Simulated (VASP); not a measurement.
A run of VASP 6.6.1:

Contents of INCAR:

```
SYSTEM = C
PREC = Accurate ; ENCUT = 600
EDIFF = 1E-7 ; ISMEAR = -1
SIGMA = 0.05 ; LREAL = .False.
LASPH = .True. ; NELM = 60
ALGO = Normal ; ISIF = 3
LWAVE = .False. ; LCHARG = .False.
GGA = CA ; IBRION = 2
NSW = 60 ; EDIFFG = -0.01
```

The input KPOINTS:

```
Automatic mesh
0
Gamma
  12 12 4
  0 0 0
```

Contents of POSCAR:

```
C
1.0
    2.5221000000      0.0000000000      0.0000000000
   -1.2610500000      2.1842026709      0.0000000000
    0.0000000000      0.0000000000      8.2371000000
C
8
Direct
    0.6666666667      0.3333333333      0.8437500000
    0.3333333333      0.6666666667      0.3437500000
    0.6666666667      0.3333333333      0.6562500000
    0.3333333333      0.6666666667      0.1562500000
    0.0000000000      0.0000000000      0.9062500000
    0.0000000000      0.0000000000      0.4062500000
    0.0000000000      0.0000000000      0.5937500000
    0.0000000000      0.0000000000      0.0937500000
```

Potentials or basis: VASP PAW LDA potentials, release 64 (C).

The run is started by

```sh
$ cat potpaw_LDA.64/C/POTCAR > POTCAR
$ mpirun -np 1 vasp_std > vasp.out
```

Hardware: 1 thread of Intel Xeon 8259CL, on a shared host.

Task: How long does it take, and how much memory?

Result: It took 7.3 min on 1 thread of Intel Xeon 8259CL, with other jobs on the host, peak memory 0.17 GiB. Counts: scf iterations 54, k points 57, ion steps 8.
